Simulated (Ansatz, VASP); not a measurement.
# Two plane-wave programs on Be4ZnTe

```xyz
6
Lattice="2.9246 0.0000 0.0000 0.0000 2.9246 0.0000 0.0000 0.0000 8.5304" Properties=species:S:1:pos:R:3 pbc="T T T"
Be    1.4623    1.4623    2.0757
Be    0.0000    0.0000    6.3473
Be    1.4623    1.4623    7.8331
Be    0.0000    0.0000    0.6442
Zn    0.0000    0.0000    3.1741
Te    1.4623    1.4623    5.5167
```

Change from the starting cell: species swapped into the Ta4SeS type (P4mm, No. 99).

Alike in both runs: task relaxation of cell and atoms; functional PBE; k mesh 5 × 5 × 2; occupations gaussian, width 0.2 eV; no spin polarisation.

|  | VASP | Ansatz |
| --- | --- | --- |
| version | VASP 6.6.1 | Ansatz 0.2.0 |
| potentials or method | VASP PAW PBE potentials, release 64 (Be, Zn, Te), cutoff 600 eV | scalar-relativistic, plane waves, PAW |
| valence electrons in the cell | 26 | 36 |

|  | VASP | Ansatz | Ansatz less VASP |
| --- | --- | --- | --- |
| gap on the k mesh at the Fermi level, each at its own relaxed structure (eV) | none | none | - |
| relaxed volume (Å³/atom) | 14.00 | 13.98 | -0.023 |
| relaxed cell length with the largest relative difference (Å) | 3.024 | 3.020 | -0.0037 |

A gap of «none» marks a metal or a gap that the smearing closes. VASP's potentials hold 26 valence electrons a cell and Ansatz's 36, so a difference there can come from the potentials and not from the codes.

The k mesh is coarse, so the values compare programs but aren't converged. Neither program's run includes spin-orbit coupling. Noted on VASP's run: the volume moved by over 15 % at a fixed basis, so the end points are rough.
